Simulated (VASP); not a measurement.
# Hf3Si2W (P-4m2) in VASP: notebook

The runs below take Hf3Si2W through single point, relaxation of cell and atoms, with PBE.

All numbers are computed with VASP 6.6.1; they aren't measurements. Logs are shortened: lines on timing, memory, paths and dates and some standing lists are left out, and cuts for length are marked.

### Step 1. The cell of the first run

It takes space group P-4m2 (No. 115, tetragonal). Conventional cell: a = 3.831 Å, b = 3.831 Å, c = 7.372 Å, α = 90.00°, β = 90.00°, γ = 90.00°. Within 3.6 Å of Hf (site symmetry -4m2) lie 4 W at 2.71 Å and 4 Si at 2.73 Å and 4 Hf at 3.29 Å. Hf (site symmetry 2mm) has 5 Si at 2.75 to 2.81 Å and 6 Hf at 3.29 to 3.38 Å and 2 W at 3.29 Å within 3.6 Å. Within 3.6 Å of Si (site symmetry 2mm) lie 7 Hf at 2.73 to 2.81 Å and 2 W at 2.73 Å. Within 3.6 Å of W (site symmetry -4m2) lie 8 Hf at 2.71 to 3.29 Å and 4 Si at 2.73 Å.

The cell was generated, and may not be a known phase.

### Step 2. Single point, PBE

INCAR

```
  PREC = Accurate
  ENCUT = 520
  EDIFF = 1E-7
  ISMEAR = 0
  SIGMA = 0.1
  LREAL = False
  LASPH = True
  NELM = 60
  ALGO = Fast
  ISIF = 2
  LWAVE = False
  LCHARG = False
  GGA = PE
  NBANDS = 35
```

KPOINTS

```
regular mesh
0
Gamma
  10 10 6
```

POSCAR

```
Hf3Si2W
1.0
    3.8309479214      0.0000000000      0.0000000000
    0.0000000000      3.8309479214      0.0000000000
    0.0000000000      0.0000000000      7.3721183947
Hf Si W
3 2 1
Direct
    0.5000000000      0.5000000000      0.0000000000
    0.0000000000      0.5000000000      0.3630374167
    0.5000000000      0.0000000000      0.6369625833
    0.0000000000      0.5000000000      0.7364252286
    0.5000000000      0.0000000000      0.2635747714
    0.0000000000      0.0000000000      0.0000000000
```

Potentials or basis: VASP PAW PBE potentials, release 64 (Hf_pv, Si, W_sv).

The run is started by

```bash
$ cat potpaw_PBE.64/Hf_pv/POTCAR potpaw_PBE.64/Si/POTCAR potpaw_PBE.64/W_sv/POTCAR > POTCAR
$ mpirun -np 1 vasp_std > vasp.out
```

OUTCAR:

```text
PREC = Accurate
   ENCUT = 520
   EDIFF = 1E-7
   ISMEAR = 0
   LREAL = False
   LASPH = True
   NELM = 60
   ISIF = 2
   GGA = PE

 ion  position               nearest neighbor table
   1  0.500  0.500  0.000-   6 2.71   6 2.71   6 2.71   6 2.71   5 2.73   4 2.73   4 2.73   5 2.73
                             2 3.29   3 3.29   3 3.29   2 3.29
   2  0.000  0.500  0.363-   4 2.75   5 2.81   5 2.81   5 2.81   5 2.81   6 3.29   1 3.29   6 3.29
                             1 3.29   3 3.38   3 3.38   3 3.38   3 3.38
   3  0.500  0.000  0.637-   5 2.75   4 2.81   4 2.81   4 2.81   4 2.81   1 3.29   6 3.29   6 3.29
                             1 3.29   2 3.38   2 3.38   2 3.38   2 3.38
   4  0.000  0.500  0.736-   1 2.73   6 2.73   6 2.73   1 2.73   2 2.75   3 2.81   3 2.81   3 2.81
                             3 2.81
   5  0.500  0.000  0.264-   1 2.73   6 2.73   1 2.73   6 2.73   3 2.75   2 2.81   2 2.81   2 2.81
                             2 2.81
   6  0.000  0.000  0.000-   1 2.71   1 2.71   1 2.71   1 2.71   4 2.73   5 2.73   5 2.73   4 2.73
                             2 3.29   3 3.29   2 3.29   3 3.29

  LATTYP: Found a simple tetragonal cell.
 ALAT       =     3.8309479214
 C/A-ratio  =     1.9243588130

  Lattice vectors:

 A1 = (   3.8309479214,   0.0000000000,   0.0000000000)
 A2 = (   0.0000000000,   3.8309479214,   0.0000000000)
 A3 = (   0.0000000000,   0.0000000000,   7.3721183947)

Analysis of symmetry for initial positions (statically):
=====================================================================
 Subroutine PRICEL returns:
 Original cell was already a primitive cell.

 Routine SETGRP: Setting up the symmetry group for a
 simple tetragonal supercell.

 Subroutine GETGRP returns: Found  8 space group operations
 (whereof  8 operations were pure point group operations)
 out of a pool of 16 trial point group operations.

The static configuration has the point symmetry D_2d.

Analysis of symmetry for dynamics (positions and initial velocities):
=====================================================================
 Subroutine PRICEL returns:
 Original cell was already a primitive cell.

 Routine SETGRP: Setting up the symmetry group for a
 simple tetragonal supercell.

 Subroutine GETGRP returns: Found  8 space group operations
 (whereof  8 operations were pure point group operations)
 out of a pool of 16 trial point group operations.

The dynamic configuration has the point symmetry D_2d.

 Subroutine INISYM returns: Found  8 space group operations
[... 107 lines left out ...]
   EDIFFG = 0.1E-05   stopping-criterion for IOM
   NSW    =      0    number of steps for IOM
   IBRION =     -1    ionic relax: 0-MD 1-quasi-New 2-CG
   NFREE  =      0    steps in history (QN), initial steepest desc. (CG)
   ISIF   =      2    stress and relaxation
   ISYM   =      2    0-nonsym 1-usesym 2-fastsym
   POTIM  = 0.5000    time-step for ionic-motion
   TEBEG  =    0.0;   TEEND  =   0.0 temperature during run
   PSTRESS=    0.0 pullay stress
   NELECT =      52.0000    total number of electrons
   NUPDOWN=      -1.0000    fix difference up-down
   EMIN   =  10.00;   EMAX   =-10.00  energy-range for DOS
   EFERMI =   0.00;   METHOD = LEGACY
   ISMEAR =     0;   SIGMA  =   0.10  broadening in eV -4-tet -1-fermi 0-gaus
   EFERMI_NEDOS =   21; number of points for ismear=-14 and -15
   IALGO  =     68    algorithm
   IMIX   =      4    mixing-type and parameters
     AMIX     =   0.40;   BMIX     =  1.00
     AMIX_MAG =   1.60;   BMIX_MAG =  1.00
  volume/ion in A,a.u.               =      18.03       121.69
  Fermi-wavevector in a.u.,A,eV,Ry     =   1.282353  2.423296 22.373827  1.644430
  Thomas-Fermi vector in A             =   2.414670
   LORBIT       =      0    0 simple, 1 ext, 2 COOP (PROOUT), +10 PAW based schemes
   GGA     = PE    functional components
   LHFCALC =     F    Hartree Fock is set to
   AEXX    =    0.0000 exact exchange contribution
   IVDW    =     0    specifies the selected vdW correction
   LEPSILON=     F    determine dielectric tensor
   LRPA    =     F    only Hartree local field effects (RPA)
 non-spin polarized calculation
 RMM-DIIS sequential band-by-band and
 Gauss-broadening in eV      SIGMA  =   0.10
  energy-cutoff  :      520.00
  volume of cell :      108.19
 maximum number of plane-waves:      2952
   NGX = 15   NGY = 15   NGZ = 27

 number of electron      52.0000011 magnetization

 Free energy of the ion-electron system (eV)
  ---------------------------------------------------
  ext. energy  EPLUGINS =         0.00000000
  ---------------------------------------------------
  free energy    TOTEN  =       -57.04153081 eV

  energy without entropy =      -57.03027709  energy(sigma->0) =      -57.03590395

 E-fermi :   7.0267     XC(G=0): -11.7208

 val. band max:        7.0169738369   @ k =   0.5000   0.0000   0.1667
 cond. band min:       7.0326099227   @ k =   0.3000   0.0000   0.1667
 fundamental gap:      0.0156360858
 Fermi energy:         7.0266947011

 k-point     1 :       0.0000    0.0000    0.0000
  band No.  band energies     occupation
      1     -66.4796      2.00000
      2     -30.7802      2.00000
      3     -30.7480      2.00000
      4     -30.7480      2.00000
      5     -23.6260      2.00000
      6     -23.6260      2.00000
[... 901 lines left out ...]
     34      10.8379      0.00000
     35      10.9816      0.00000

 [... further k-points ...]

------------------------ aborting loop because EDIFF is reached ----------------------------------------

  FORCE on cell =-STRESS in cart. coord.  units (eV):
  Direction    XX          YY          ZZ          XY          YZ          ZX
  --------------------------------------------------------------------------------------
  -------------------------------------------------------------------------------------
  Total       -0.1450692     -0.1450692     -0.1587443      0.0000000      0.0000000      0.0000000
  in kB       -2.1482317     -2.1482317     -2.3507360      0.0000000      0.0000000      0.0000000
  external PRESSURE =      -2.2157332 kB  Pullay stress =       0.0000000 kB

 VOLUME and BASIS-vectors are now :
 -----------------------------------------------------------------------------
  energy-cutoff  :      520.00
  volume of cell :      108.19
      direct lattice vectors                 reciprocal lattice vectors
     3.830947921  0.000000000  0.000000000     0.261032001  0.000000000  0.000000000
     0.000000000  3.830947921  0.000000000     0.000000000  0.261032001  0.000000000
     0.000000000  0.000000000  7.372118395     0.000000000  0.000000000  0.135646221

 POSITION                                       TOTAL-FORCE (eV/Angst)
 -----------------------------------------------------------------------------------
      1.91547      1.91547      0.00000        -0.000000      0.000000     -0.000000
      0.00000      1.91547      2.67635         0.000000     -0.000000     -0.005823
      1.91547      0.00000      4.69576         0.000000     -0.000000      0.005823
      0.00000      1.91547      5.42901         0.000000      0.000000     -0.006369
      1.91547      0.00000      1.94310         0.000000     -0.000000      0.006369
      0.00000      0.00000      0.00000         0.000000     -0.000000     -0.000000
 -----------------------------------------------------------------------------------
    total drift:                               -0.000000      0.000000     -0.000000

  FREE ENERGIE OF THE ION-ELECTRON SYSTEM (eV)
  ---------------------------------------------------
  free  energy   TOTEN  =       -57.0415308137 eV

  energy  without entropy=      -57.0302770888  energy(sigma->0) =      -57.03590395
```

Wall time 2.9 min (1 thread of Intel Xeon 6975P-C (Granite Rapids), shared host); peak memory 0.4 GiB.

What came out:

```
Free energy            : -57.0415 eV
Pressure               : -0.2 GPa
Largest force          : 0.006 eV/Å
Band gap on the k mesh : zero (bands 26 and 27 overlap by 1.27 eV)
```

Forces in eV/Å, atoms in the order of the input:
```
Hf   0.000  0.000  0.000
Hf   0.000  0.000 -0.006
Hf   0.000  0.000  0.006
Si   0.000  0.000 -0.006
Si   0.000  0.000  0.006
W    0.000  0.000  0.000
```

Caveat: spin-orbit coupling is left out, which moves the levels of the heavy elements.

### Step 3. Relaxation of cell and atoms, PBE

This run uses another cell than the first one, of 17.42 Å³/atom.

INCAR

```
  ALGO = Fast
  EDIFF = 1E-6
  EDIFFG = -0.04
  ENCUT = 600
  GGA = PE
  IBRION = 2
  ISIF = 3
  ISMEAR = 0
  LASPH = T
  LCHARG = F
  LREAL = F
  LWAVE = F
  NELM = 60
  NSW = 90
  PREC = Accurate
  SIGMA = 0.1
```

KPOINTS

```
k-points
0
Gamma
  6 6 2
```

POSCAR

```
Hf3Si2W
1.0
    3.6201707800      0.0000000000      0.0000000000
    0.0000000000      3.6201707800      0.0000000000
    0.0000000000      0.0000000000      7.9753104300
Hf Si W
3 2 1
Direct
    0.5000000000      0.5000000000      0.0000000000
    0.0000000000      0.5000000000      0.3786259900
    0.5000000000      0.0000000000      0.6213740100
    0.0000000000      0.5000000000      0.7376120100
    0.5000000000      0.0000000000      0.2623879900
    0.0000000000      0.0000000000      0.0000000000
```

Potentials or basis: VASP PAW PBE potentials, release 64 (Hf_pv, Si, W_sv).

The run is started by

```bash
$ cat potpaw_PBE.64/Hf_pv/POTCAR potpaw_PBE.64/Si/POTCAR potpaw_PBE.64/W_sv/POTCAR > POTCAR
$ mpirun -np 1 vasp_std > vasp.out
```

It took 6.6 min on 1 thread of Intel Xeon 6975P-C (Granite Rapids), shared host; peak memory 0.28 GiB.

Results (log left out):

```yaml
Free_energy: -56.9810 eV
Relaxed_volume: 18.03 Å³/atom
Relaxed_cell: a = 3.835 Å, b = 3.835 Å, c = 7.358 Å, α = 90.00°, β = 90.00°, γ = 90.00°
Space_group_after_relaxing_to_0.1_Å: P-4m2 (No. 115)
Energy_gained_by_relaxing: 193.3 meV/atom
Ionic_steps: 12
Pressure_after_relaxing: 0.1 GPa
Largest_force_after_relaxing: 0.014 eV/Å
Band_gap_on_the_k_mesh: zero (bands 26 and 27 overlap by 1.23 eV)
```

Forces in eV/Å, atoms in the order of the input:
```
Hf   0.000  0.000  0.000
Hf   0.000  0.000  0.000
Hf   0.000  0.000  0.000
Si   0.000  0.000 -0.014
Si   0.000  0.000  0.014
W    0.000  0.000  0.000
```

Stress tensor (GPa, compression positive):
```
0.02 0.00 0.00
0.00 0.02 0.00
0.00 0.00 0.14
```

The path:
```csv
step,energy change (eV),largest force (eV/Å),pressure (GPa),volume (Å³)
1,0.0000,0.5403,7.85,104.52
2,-0.6579,1.4188,-10.02,116.82
3,-0.9476,1.0619,-5.50,112.39
4,-1.0196,0.8805,5.46,105.13
5,-1.0916,0.9877,0.45,108.06
6,-1.1500,0.2114,0.83,107.75
7,-1.1518,0.2202,0.94,107.68
8,-1.1556,0.0837,-1.20,109.10
9,-1.1570,0.1297,-0.49,108.61
10,-1.1594,0.0490,-0.05,108.30
11,-1.1594,0.0419,-0.02,108.27
12,-1.1597,0.0143,0.06,108.20
```

Final structure:
```
Hf Si W
1.0
     3.83470    0.00000    0.00000
     0.00000    3.83470    0.00000
     0.00000    0.00000    7.35829
Hf Si W
3 2 1
Direct
  0.50000 0.50000 0.00000
  0.00000 0.50000 0.36321
  0.50000 0.00000 0.63679
  0.00000 0.50000 0.73673
  0.50000 0.00000 0.26327
  0.00000 0.00000 0.00000
```

Levels at points of the mesh, in eV from the Fermi level:
```csv
k point,band 22,band 23,band 24,band 25,band 26,band 27,band 28,band 29,band 30,band 31
"(0.00, 0.00, 0.00)",-2.11,-1.58,-0.10,-0.10,0.17,0.92,0.92,1.35,1.67,2.62
"(0.50, 0.00, 0.00)",-1.67,-1.67,-0.90,-0.56,-0.21,0.22,0.95,0.99,1.77,2.95
"(0.50, 0.50, 0.00)",-1.77,-1.74,-0.96,-0.81,-0.64,-0.64,1.11,2.72,2.72,3.41
"(0.00, 0.00, 0.50)",-1.60,-1.58,-0.89,-0.60,-0.60,1.06,1.06,1.22,2.72,2.72
"(0.50, 0.00, 0.50)",-1.84,-1.63,-0.52,-0.13,0.00,0.47,0.63,0.97,1.51,1.97
"(0.50, 0.50, 0.50)",-1.84,-1.84,-1.64,-1.56,-0.93,-0.86,1.16,2.74,2.74,3.62
```

Caveat: the k points lie up to 0.43 Å⁻¹ apart in the final cell, too coarse for converged energies and pressures of a metal; spin-orbit coupling is left out, which moves the levels of the heavy elements.

### Step 4. Relaxation of cell and atoms, PBE

INCAR

```
  ALGO = Fast
  EDIFF = 1E-7
  EDIFFG = -0.01
  ENCUT = 600
  GGA = PE
  IBRION = 2
  ISIF = 3
  ISMEAR = 0
  LASPH = True
  LCHARG = False
  LREAL = False
  LWAVE = False
  NELM = 100
  NSW = 100
  PREC = Accurate
  SIGMA = 0.1
```

KPOINTS

```
k-points
0
Gamma
  10 10 6
```

POSCAR

```
Hf3Si2W
1.0
    3.8288562582      0.0000000000      0.0000000000
    0.0000000000      3.8288562582      0.0000000000
    0.0000000000      0.0000000000      7.3836548866
Hf Si W
3 2 1
Direct
    0.5000000000      0.5000000000      0.0000000000
    0.0000000000      0.5000000000      0.3627661427
    0.5000000000      0.0000000000      0.6372338573
    0.0000000000      0.5000000000      0.7372218616
    0.5000000000      0.0000000000      0.2627781384
    0.0000000000      0.0000000000      0.0000000000
```

The run is started by

```bash
$ cat potpaw_PBE.64/Hf_pv/POTCAR potpaw_PBE.64/Si/POTCAR potpaw_PBE.64/W_sv/POTCAR > POTCAR
$ mpirun -np 1 vasp_std > vasp.out
```

It took 19 min on 1 thread of AMD EPYC 7R13 (Zen 3), shared host; peak memory 0.46 GiB.

Results (log left out):

```
Free energy                           : -57.0432 eV
Relaxed volume                        : 18.01 Å³/atom
Relaxed cell                          : a = 3.829 Å, b = 3.829 Å, c = 7.369 Å, α = 90.00°, β = 90.00°, γ = 90.00°
Space group after relaxing (to 0.1 Å) : P-4m2 (No. 115)
Energy gained by relaxing             : 0.2 meV/atom
Ionic steps                           : 6
Pressure after relaxing               : 0.0 GPa
Largest force after relaxing          : 0.006 eV/Å
Band gap on the k mesh                : zero (bands 26 and 27 overlap by 1.27 eV)
```

Forces in eV/Å, atoms in the order of the input:
```
Hf   0.000  0.000  0.000
Hf   0.000  0.000 -0.006
Hf   0.000  0.000  0.006
Si   0.000  0.000 -0.002
Si   0.000  0.000  0.002
W    0.000  0.000  0.000
```

The path:
| step | energy change (eV) | largest force (eV/Å) | pressure (GPa) | volume (Å³) |
| --- | --- | --- | --- | --- |
| 1 | 0.0000 | 0.0831 | -0.23 | 108.25 |
| 2 | -0.0007 | 0.0365 | 0.35 | 107.84 |
| 3 | -0.0009 | 0.0520 | 0.16 | 107.97 |
| 4 | -0.0010 | 0.0170 | -0.13 | 108.14 |
| 5 | -0.0010 | 0.0184 | -0.05 | 108.10 |
| 6 | -0.0011 | 0.0058 | 0.00 | 108.05 |

Final structure:
```
Hf Si W
1.0
     3.82926    0.00000    0.00000
     0.00000    3.82926    0.00000
     0.00000    0.00000    7.36900
Hf Si W
3 2 1
Direct
  0.50000 0.50000 0.00000
  0.00000 0.50000 0.36304
  0.50000 0.00000 0.63696
  0.00000 0.50000 0.73634
  0.50000 0.00000 0.26366
  0.00000 0.00000 0.00000
```

Levels at points of the mesh, in eV from the Fermi level:
```csv
k point,band 22,band 23,band 24,band 25,band 26,band 27,band 28,band 29,band 30,band 31
"(0.00, 0.00, 0.00)",-2.10,-1.59,-0.07,-0.07,0.18,0.95,0.95,1.39,1.68,2.63
"(0.50, 0.00, 0.00)",-1.67,-1.66,-0.89,-0.54,-0.20,0.24,0.97,1.00,1.78,2.98
"(0.50, 0.50, 0.00)",-1.77,-1.73,-0.96,-0.79,-0.63,-0.63,1.12,2.77,2.77,3.44
"(0.00, 0.00, 0.50)",-1.59,-1.58,-0.87,-0.56,-0.56,1.09,1.09,1.25,2.66,2.75
"(0.50, 0.00, 0.50)",-1.83,-1.63,-0.50,-0.13,0.02,0.48,0.65,0.99,1.52,1.99
"(0.50, 0.50, 0.50)",-1.82,-1.82,-1.64,-1.56,-0.92,-0.84,1.17,2.78,2.78,3.62
```

Caveat: spin-orbit coupling is left out, which moves the levels of the heavy elements.

### Step 5. Overview

```tsv
task	cell	k mesh	cutoff (eV)	gap on the mesh (eV)	pressure (GPa)	relaxed volume (Å³/atom)	largest force (eV/Å)
single point	a = 3.831, b = 3.831, c = 7.372 Å, 6 atoms, atomic positions A	10 × 10 × 6	520	none	-0.2	-	0.01
relaxation of cell and atoms	relaxed from a = 3.620, b = 3.620, c = 7.975 Å, 6 atoms, atomic positions B	6 × 6 × 2	600	none	0.1	18.03	0.01
relaxation of cell and atoms	relaxed from a = 3.829, b = 3.829, c = 7.384 Å, 6 atoms, atomic positions C	10 × 10 × 6	600	none	0.0	18.01	0.01
```

Alike in all rows: level PBE; potentials or basis VASP PAW PBE potentials, release 64 (Hf_pv, Si, W_sv); no spin polarisation; smearing gaussian 0.1 eV.

Caveats: some runs use coarse meshes; spin-orbit coupling is left out, which moves the levels of the heavy elements.

Absolute energies hang on the potentials; compare differences alone.

The gap in the log of VASP goes by the Fermi energy; the results here count the filled bands.